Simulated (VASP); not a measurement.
# Te (Fd-3m) in VASP: a series of runs

Te is run at these levels: PBE; tasks: relaxation of cell and atoms, single point.

All numbers are computed with VASP 6.6.1; they aren't measurements. Logs are shortened: lines on timing, memory, paths and dates and some standing lists are left out, and cuts for length are marked.

## Step 1: The cell of the first run

It takes space group Fd-3m (No. 227, cubic). Conventional cell: a = 7.197 Å, b = 7.197 Å, c = 7.197 Å, α = 90.00°, β = 90.00°, γ = 90.00°. Within 4.1 Å of Te (site symmetry -43m) lie 4 Te at 3.12 Å.

## Step 2: Relaxation of cell and atoms, PBE

Input file INCAR:

```
PREC = Accurate ; ENCUT = 600
EDIFF = 1E-6 ; ISMEAR = 0
SIGMA = 0.1 ; LREAL = False
LASPH = True ; NELM = 100
ALGO = Normal ; ISIF = 3
LWAVE = False ; LCHARG = False
GGA = PE ; IBRION = 2
NSW = 100 ; EDIFFG = -0.01
```

Input file KPOINTS:

```
regular mesh
0
Gamma
  10 10 10
```

Input file POSCAR:

```
Te
1.0
    0.0000000000      3.5984420079      3.5984420079
    3.5984420079      0.0000000000      3.5984420079
    3.5984420079      3.5984420079      0.0000000000
Te
2
Direct
    0.0000000000      0.0000000000      0.0000000000
    0.2500000000      0.2500000000      0.2500000000
```

Potentials or basis: VASP PAW PBE potentials, release 64 (Te).

Command:

```console
cat potpaw_PBE.64/Te/POTCAR > POTCAR
mpirun -np 1 vasp_std > vasp.out
```

OUTCAR:

```text
PREC = Accurate
   ENCUT = 600
   EDIFF = 1E-6
   ISMEAR = 0
   LREAL = False
   LASPH = True
   NELM = 100
   ISIF = 3
   GGA = PE
   IBRION = 2
   NSW = 100
   EDIFFG = -0.01

 ion  position               nearest neighbor table
   1  0.000  0.000  0.000-   2 3.12   2 3.12   2 3.12   2 3.12
   2  0.250  0.250  0.250-   1 3.12   1 3.12   1 3.12   1 3.12

  LATTYP: Found a face centered cubic cell.
 ALAT       =     7.1968840158

  Lattice vectors:

 A1 = (   0.0000000000,   3.5984420079,   3.5984420079)
 A2 = (   3.5984420079,   0.0000000000,   3.5984420079)
 A3 = (   3.5984420079,   3.5984420079,   0.0000000000)

Analysis of symmetry for initial positions (statically):
=====================================================================
 Subroutine PRICEL returns:
 Original cell was already a primitive cell.

 Routine SETGRP: Setting up the symmetry group for a
 face centered cubic supercell.

 Subroutine GETGRP returns: Found 48 space group operations
 (whereof 24 operations were pure point group operations)
 out of a pool of 48 trial point group operations.

The static configuration has the point symmetry T_d .
 The point group associated with its full space group is O_h .

Analysis of symmetry for dynamics (positions and initial velocities):
=====================================================================
 Subroutine PRICEL returns:
 Original cell was already a primitive cell.

 Routine SETGRP: Setting up the symmetry group for a
 face centered cubic supercell.

 Subroutine GETGRP returns: Found 48 space group operations
 (whereof 24 operations were pure point group operations)
 out of a pool of 48 trial point group operations.

The dynamic configuration has the point symmetry T_d .
 The point group associated with its full space group is O_h .

 Subroutine INISYM returns: Found 48 space group operations
 (whereof 24 operations are pure point group operations),
 and found     1 'primitive' translations

----------------------------------------------------------------------------------------

                                     Primitive cell

  volume of cell :      93.1909

  direct lattice vectors                    reciprocal lattice vectors
     0.000000000  3.598442008  3.598442008    -0.138949023  0.138949023  0.138949023
     3.598442008  0.000000000  3.598442008     0.138949023 -0.138949023  0.138949023
     3.598442008  3.598442008  0.000000000     0.138949023  0.138949023 -0.138949023

  length of vectors
     5.088965491  5.088965491  5.088965491     0.240666767  0.240666767  0.240666767

  position of ions in fractional coordinates (direct lattice)
     0.000000000  0.000000000  0.000000000
     0.250000000  0.250000000  0.250000000

  ion indices of the primitive-cell ions
   primitive index   ion index
                 1           1
                 2           2

----------------------------------------------------------------------------------------

 KPOINTS: regular mesh

Automatic generation of k-mesh.
 Grid dimensions read from file:
 generate k-points for:   10   10   10

 Generating k-lattice:

  Cartesian coordinates                     Fractional coordinates (reciprocal lattice)
    -0.013894902  0.013894902  0.013894902     0.100000000  0.000000000  0.000000000
     0.013894902 -0.013894902  0.013894902     0.000000000  0.100000000  0.000000000
     0.013894902  0.013894902 -0.013894902     0.000000000  0.000000000  0.100000000

  Length of vectors
     0.024066677  0.024066677  0.024066677

  Shift w.r.t. Gamma in fractional coordinates (k-lattice)
     0.000000000  0.000000000  0.000000000

 Subroutine IBZKPT returns following result:
[... 53 lines left out ...]
   IBRION =      2    ionic relax: 0-MD 1-quasi-New 2-CG
   NFREE  =      1    steps in history (QN), initial steepest desc. (CG)
   ISIF   =      3    stress and relaxation
   ISYM   =      2    0-nonsym 1-usesym 2-fastsym
   POTIM  = 0.5000    time-step for ionic-motion
   TEBEG  =    0.0;   TEEND  =   0.0 temperature during run
   PSTRESS=    0.0 pullay stress
   NELECT =      12.0000    total number of electrons
   NUPDOWN=      -1.0000    fix difference up-down
   EMIN   =  10.00;   EMAX   =-10.00  energy-range for DOS
   EFERMI =   0.00;   METHOD = LEGACY
   ISMEAR =     0;   SIGMA  =   0.10  broadening in eV -4-tet -1-fermi 0-gaus
   EFERMI_NEDOS =   21; number of points for ismear=-14 and -15
   IALGO  =     38    algorithm
   IMIX   =      4    mixing-type and parameters
     AMIX     =   0.40;   BMIX     =  1.00
     AMIX_MAG =   1.60;   BMIX_MAG =  1.00
  volume/ion in A,a.u.               =      46.60       314.44
  Fermi-wavevector in a.u.,A,eV,Ry     =   0.826693  1.562223  9.298503  0.683421
  Thomas-Fermi vector in A             =   1.938768
   LORBIT       =      0    0 simple, 1 ext, 2 COOP (PROOUT), +10 PAW based schemes
   GGA     = PE    functional components
   LHFCALC =     F    Hartree Fock is set to
   AEXX    =    0.0000 exact exchange contribution
   IVDW    =     0    specifies the selected vdW correction
   LEPSILON=     F    determine dielectric tensor
   LRPA    =     F    only Hartree local field effects (RPA)
 conjugate gradient relaxation of ions
 non-spin polarized calculation
 Gauss-broadening in eV      SIGMA  =   0.10
  energy-cutoff  :      600.00
  volume of cell :       93.19
 maximum number of plane-waves:      3138
 NGX is ok and might be reduce to    42
   NGX = 21   NGY = 21   NGZ = 21

--------------------------------------- Ionic step        1  -------------------------------------------

 number of electron      12.0000000 magnetization

 Free energy of the ion-electron system (eV)
  ---------------------------------------------------
  ext. energy  EPLUGINS =         0.00000000
  ---------------------------------------------------
  free energy    TOTEN  =        -5.45310684 eV

  energy without entropy =       -5.44231248  energy(sigma->0) =       -5.44770966

------------------------ aborting loop because EDIFF is reached ----------------------------------------

  FORCE on cell =-STRESS in cart. coord.  units (eV):
  Direction    XX          YY          ZZ          XY          YZ          ZX
  --------------------------------------------------------------------------------------
  -------------------------------------------------------------------------------------
  Total       -0.0968863     -0.0968863     -0.0968863      0.0000000      0.0000000      0.0000000
  in kB       -1.6657102     -1.6657102     -1.6657102      0.0000000      0.0000000      0.0000000
  external PRESSURE =      -1.6657102 kB  Pullay stress =       0.0000000 kB

 VOLUME and BASIS-vectors are now :
 -----------------------------------------------------------------------------
  energy-cutoff  :      600.00
  volume of cell :       93.19
      direct lattice vectors                 reciprocal lattice vectors
     0.000000000  3.598442008  3.598442008    -0.138949023  0.138949023  0.138949023
     3.598442008  0.000000000  3.598442008     0.138949023 -0.138949023  0.138949023
     3.598442008  3.598442008  0.000000000     0.138949023  0.138949023 -0.138949023

 POSITION                                       TOTAL-FORCE (eV/Angst)
 -----------------------------------------------------------------------------------
      0.00000      0.00000      0.00000         0.000000      0.000000      0.000000
      1.79922      1.79922      1.79922        -0.000000     -0.000000     -0.000000
 -----------------------------------------------------------------------------------
    total drift:                               -0.000000     -0.000000     -0.000000

  FREE ENERGIE OF THE ION-ELECTRON SYSTEM (eV)
  ---------------------------------------------------
  free  energy   TOTEN  =        -5.4531068392 eV

  energy  without entropy=       -5.4423124786  energy(sigma->0) =       -5.44770966

--------------------------------------- Ionic step        2  -------------------------------------------

 number of electron      11.9999999 magnetization

 Free energy of the ion-electron system (eV)
  ---------------------------------------------------
  ext. energy  EPLUGINS =         0.00000000
  ---------------------------------------------------
  free energy    TOTEN  =        -5.45341843 eV

  energy without entropy =       -5.44275087  energy(sigma->0) =       -5.44808465

 E-fermi :   3.2528     XC(G=0):  -7.5512

 val. band max:        3.2251199722   @ k =   0.2000   0.1000   0.0000
 cond. band min:       3.2560489187   @ k =   0.3000   0.0000   0.0000
 fundamental gap:      0.0309289465
 Fermi energy:         3.2527599946

 k-point     1 :       0.0000    0.0000    0.0000
  band No.  band energies     occupation
      1      -9.6507      2.00000
      2      -5.4383      2.00000
      3       0.2968      2.00000
      4       0.2968      2.00000
      5       0.2968      2.00000
      6       2.5943      2.00000
      7       2.5943      2.00000
      8       2.5943      2.00000
      9       6.9664      0.00000
     10       9.2235      0.00000
[... 287 lines left out ...]
 k-point    24 :       0.4000    0.3000    0.0000
  band No.  band energies     occupation
      1      -8.7878      2.00000
      2      -7.0678      2.00000
      3      -0.8081      2.00000
      4      -0.7074      2.00000
      5       1.4303      2.00000
      6       2.0019      2.00000
      7       4.5318      0.00000
      8       4.5670      0.00000
      9       7.6210      0.00000
     10       9.1992      0.00000

 [... further k-points ...]
[... 5 lines left out ...]
  --------------------------------------------------------------------------------------
  -------------------------------------------------------------------------------------
  Total        0.0078901      0.0078901      0.0078901      0.0000000     -0.0000000      0.0000000
  in kB        0.1366063      0.1366063      0.1366063      0.0000000     -0.0000000      0.0000000
  external PRESSURE =       0.1366063 kB  Pullay stress =       0.0000000 kB

 VOLUME and BASIS-vectors are now :
 -----------------------------------------------------------------------------
  energy-cutoff  :      600.00
  volume of cell :       92.54
      direct lattice vectors                 reciprocal lattice vectors
     0.000000000  3.590032355  3.590032355    -0.139274511  0.139274511  0.139274511
     3.590032355  0.000000000  3.590032355     0.139274511 -0.139274511  0.139274511
     3.590032355  3.590032355  0.000000000     0.139274511  0.139274511 -0.139274511

 POSITION                                       TOTAL-FORCE (eV/Angst)
 -----------------------------------------------------------------------------------
      0.00000      0.00000      0.00000        -0.000000     -0.000000     -0.000000
      1.79502      1.79502      1.79502         0.000000      0.000000      0.000000
 -----------------------------------------------------------------------------------
    total drift:                               -0.000000     -0.000000     -0.000000

  FREE ENERGIE OF THE ION-ELECTRON SYSTEM (eV)
  ---------------------------------------------------
  free  energy   TOTEN  =        -5.4534184281 eV

  energy  without entropy=       -5.4427508679  energy(sigma->0) =       -5.44808465

 reached required accuracy - stopping structural energy minimisation
```

Run time: 29 s. Hardware: 1 thread of Intel Xeon 6975P-C (Granite Rapids), shared host; peak memory 0.28 GiB.

Results:

| Property | Result |
| --- | --- |
| Free energy | -5.4534 eV |
| Relaxed volume | 46.27 Å³/atom |
| Relaxed cell | a = 5.077 Å, b = 5.077 Å, c = 5.077 Å, α = 60.00°, β = 60.00°, γ = 60.00° |
| Space group after relaxing (to 0.05 Å) | Fd-3m (No. 227) |
| Energy gained by relaxing | 0.2 meV/atom |
| Ionic steps | 2 |
| Pressure after relaxing | 0.0 GPa |
| Band gap on the k mesh | zero (band 6 reaches 3.51 eV, above the bottom of band 7 at 2.59 eV) |

Step by step:
| step | energy change (eV) | largest force (eV/Å) | pressure (GPa) | volume (Å³) |
| --- | --- | --- | --- | --- |
| 1 | 0.0000 | 0.0000 | -0.17 | 93.19 |
| 2 | -0.0003 | 0.0000 | 0.01 | 92.54 |

Final structure:
```
Te
1.0
     0.00000    3.59003    3.59003
     3.59003    0.00000    3.59003
     3.59003    3.59003    0.00000
Te
2
Direct
  0.00000 0.00000 0.00000
  0.25000 0.25000 0.25000
```

Caveat: spin-orbit coupling is left out, which moves the levels of the heavy elements.

## Step 3: Single point, PBE

This run uses another cell than the first one, of 46.33 Å³/atom, 0.994 times its volume.

Input file INCAR:

```
  PREC = Accurate
  ENCUT = 520
  EDIFF = 1E-7
  ISMEAR = 0
  SIGMA = 0.1
  LREAL = F
  LASPH = T
  NELM = 60
  ALGO = Normal
  ISIF = 2
  LWAVE = F
  LCHARG = F
  GGA = PE
  NBANDS = 13
```

KPOINTS is that of step 2.

Input file POSCAR:

```
Te
1.0
    0.0000000000      3.5916593067      3.5916593067
    3.5916593067      0.0000000000      3.5916593067
    3.5916593067      3.5916593067      0.0000000000
Te
2
Direct
    0.0000000000      0.0000000000      0.0000000000
    0.2500000000      0.2500000000      0.2500000000
```

Potentials or basis: VASP PAW PBE potentials, release 64 (Te).

Command:

```console
cat potpaw_PBE.64/Te/POTCAR > POTCAR
mpirun -np 1 vasp_std > vasp.out
```

OUTCAR:

```text
PREC = Accurate
   ENCUT = 520
   EDIFF = 1E-7
   ISMEAR = 0
   LREAL = F
   LASPH = T
   NELM = 60
   ISIF = 2
   GGA = PE

 ion  position               nearest neighbor table
   1  0.000  0.000  0.000-   2 3.11   2 3.11   2 3.11   2 3.11
   2  0.250  0.250  0.250-   1 3.11   1 3.11   1 3.11   1 3.11

  LATTYP: Found a face centered cubic cell.
 ALAT       =     7.1833186134

  Lattice vectors:

 A1 = (   0.0000000000,   3.5916593067,   3.5916593067)
 A2 = (   3.5916593067,   0.0000000000,   3.5916593067)
 A3 = (   3.5916593067,   3.5916593067,   0.0000000000)
[... 562 lines left out ...]
      8       4.5519      0.00000
      9       7.6096      0.00000
     10       9.1836      0.00000
     11      10.3818      0.00000
     12      11.4329      0.00000
     13      11.6593      0.00000

 [... further k-points ...]
[... 5 lines left out ...]
  --------------------------------------------------------------------------------------
  -------------------------------------------------------------------------------------
  Total       -0.0103197     -0.0103197     -0.0103197      0.0000000     -0.0000000      0.0000000
  in kB       -0.1784275     -0.1784275     -0.1784275      0.0000000     -0.0000000      0.0000000
  external PRESSURE =      -0.1784275 kB  Pullay stress =       0.0000000 kB

 VOLUME and BASIS-vectors are now :
 -----------------------------------------------------------------------------
  energy-cutoff  :      520.00
  volume of cell :       92.66
      direct lattice vectors                 reciprocal lattice vectors
     0.000000000  3.591659307  3.591659307    -0.139211422  0.139211422  0.139211422
     3.591659307  0.000000000  3.591659307     0.139211422 -0.139211422  0.139211422
     3.591659307  3.591659307  0.000000000     0.139211422  0.139211422 -0.139211422

 POSITION                                       TOTAL-FORCE (eV/Angst)
 -----------------------------------------------------------------------------------
      0.00000      0.00000      0.00000        -0.000000     -0.000000     -0.000000
      1.79583      1.79583      1.79583         0.000000      0.000000      0.000000
 -----------------------------------------------------------------------------------
    total drift:                               -0.000000      0.000000      0.000000

  FREE ENERGIE OF THE ION-ELECTRON SYSTEM (eV)
  ---------------------------------------------------
  free  energy   TOTEN  =        -5.4534327117 eV

  energy  without entropy=       -5.4427393003  energy(sigma->0) =       -5.44808601
```

stdout:

```text
POSCAR found type information on POSCAR Te
 POSCAR found :  1 types and       2 ions
 scaLAPACK will be used
 LDA part: xc-table for (Slater+PW92), standard interpolation
 POSCAR, INCAR and KPOINTS ok, starting setup
 FFT: planning ... GRIDC
 FFT: planning ... GRID_SOFT
 FFT: planning ... GRID
 WAVECAR not read
 entering main loop
```

Run time: 86 s. Hardware: 1 thread of AMD EPYC 7R43 (Zen 3), shared host; peak memory 0.21 GiB.

Results:

| Quantity | Value |
| --- | --- |
| Free energy | -5.4534 eV |
| Pressure | 0.0 GPa |
| Band gap on the k mesh | zero (band 6 reaches 3.50 eV, above the bottom of band 7 at 2.58 eV) |

Caveat: spin-orbit coupling is left out, which moves the levels of the heavy elements.
